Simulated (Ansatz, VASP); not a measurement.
One calculation of Al12H, two programs

File INCAR:

```
PREC = Accurate ; ENCUT = 520
EDIFF = 1E-6 ; ISMEAR = 0
SIGMA = 0.1 ; LREAL = F
LASPH = T ; NELM = 60
ALGO = Normal ; ISIF = 2
LWAVE = F ; LCHARG = F
LDIPOL = T ; IDIPOL = 3
DIPOL = 0.5 0.5 0.307 ; GGA = PE
IVDW = 12 ; NBANDS = 30
```

KPOINTS

```
Automatic mesh
0
Gamma
  6 6 1
```

File POSCAR:

```
Al12H
1.0
    5.6314608525      0.0000000000      0.0000000000
   -2.8157304263      4.8769881587      0.0000000000
    0.0000000000      0.0000000000     21.5684292007
Al H
12 1
Direct
    0.3333333333      0.1666666667      0.1854562501
    0.3333333333      0.6666666667      0.1854562501
    0.8333333333      0.1666666667      0.1854562501
    0.8333333333      0.6666666667      0.1854562501
    0.1666666667      0.3333333333      0.2913950739
    0.1666666667      0.8333333333      0.2913950739
    0.6666666667      0.3333333333      0.2913950739
    0.6666666667      0.8333333333      0.2913950739
    0.0000000000      0.0000000000      0.3972671872
    0.0000000000      0.5000000000      0.3972671872
    0.5000000000      0.0000000000      0.3972671872
    0.5000000000      0.5000000000      0.3972671872
    0.1666666667      0.0833333333      0.4992681247
```

Input for Ansatz:

```yaml
crystal:
  lattice:
    - [5.6314608525, 0.0, 0.0]
    - [-2.8157304263, 4.8769881587, 0.0]
    - [0.0, 0.0, 21.5684292007]
  atoms:
    - { symbol: Al, position: [0.3333333333, 0.1666666667, 0.1854562501] }
    - { symbol: Al, position: [0.3333333333, 0.6666666667, 0.1854562501] }
    - { symbol: Al, position: [0.8333333333, 0.1666666667, 0.1854562501] }
    - { symbol: Al, position: [0.8333333333, 0.6666666667, 0.1854562501] }
    - { symbol: Al, position: [0.1666666667, 0.3333333333, 0.2913950739] }
    - { symbol: Al, position: [0.1666666667, 0.8333333333, 0.2913950739] }
    - { symbol: Al, position: [0.6666666667, 0.3333333333, 0.2913950739] }
    - { symbol: Al, position: [0.6666666667, 0.8333333333, 0.2913950739] }
    - { symbol: Al, position: [0.0, 0.0, 0.3972671872] }
    - { symbol: Al, position: [0.0, 0.5, 0.3972671872] }
    - { symbol: Al, position: [0.5, 0.0, 0.3972671872] }
    - { symbol: Al, position: [0.5, 0.5, 0.3972671872] }
    - { symbol: H, position: [0.1666666667, 0.0833333333, 0.4992681247] }
basis:
  ecutwfc: 420
kpoints:
  mp_grid: { grid: [6, 6, 1] }
hamiltonian:
  xc: pbe
  pseudopotentials: { kind: paw, azcp: { folder: soft_1 } }
  dispersion: d3bj
scf:
  occupations: { method: gaussian, width: 0.1 }
output:
  forces: true
  eigenvalues: true
efield:
  axis: 3
  dipole_correction: true
  ramp_width: 0.04
```

Alike in both runs: task single point; functional PBE; dispersion D3(BJ); k mesh 6 × 6 × 1; occupations gaussian, width 0.1 eV; no spin polarisation.

|  | VASP | Ansatz |
| --- | --- | --- |
| version | VASP 6.6.1 | Ansatz 0.2.0 |
| potentials or method | VASP PAW PBE potentials, release 64 (Al, H), cutoff 520 eV | scalar-relativistic, plane waves, PAW |
| valence electrons in the cell | 37 | 37 |

|  | VASP | Ansatz | Ansatz less VASP |
| --- | --- | --- | --- |
| gap on the k mesh at the Fermi level (eV) | none | none | - |
| rms of the force components (eV/Å) | 0.384 | 0.383 | -0.0003 |

Atom by atom the forces differ by 0.001 eV/Å (rms over components). A gap of «none» marks a metal or a gap that the smearing closes.
